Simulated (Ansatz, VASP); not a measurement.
# BaS: VASP beside Ansatz

```xyz
2
Lattice="0.0000 3.1405 3.2383 3.1405 0.0000 3.2383 3.1405 3.1405 0.0000" Properties=species:S:1:pos:R:3 pbc="T T T"
Ba    0.0000    0.0000    0.0000
S     3.1405    3.1405    3.2383
```

Change from the starting cell: epitaxial_xy strain -2.2%.

Alike in both runs: task single point; functional HSE06; k mesh 6 × 6 × 6; no spin polarisation.

|  | VASP | Ansatz |
| --- | --- | --- |
| version | VASP 6.6.1 | Ansatz 0.2.0 |
| potentials or method | VASP PAW PBE potentials, release 64 (Ba_sv, S) | plane waves, PAW |
| plane-wave cutoff (eV) | 520 | 420 |
| occupations | gaussian, width 0.01 eV | fixed |
| valence electrons in the cell | 16 | 16 |

VASP gave:

```
gap on the k mesh at the Fermi level (eV)                     : 2.94
pressure (GPa)                                                : 2.1
traceless stress, the component that is largest in VASP (GPa) : -1.90
```

Q: Which values does Ansatz return?

A: gap on the k mesh at the Fermi level (eV): 3.05; pressure (GPa): 1.5; traceless stress, the component that is largest in VASP (GPa): -1.75.

Ansatz's warnings: stress exchange threshold loose, stress scf threshold loose.

Neither program's run includes spin-orbit coupling.
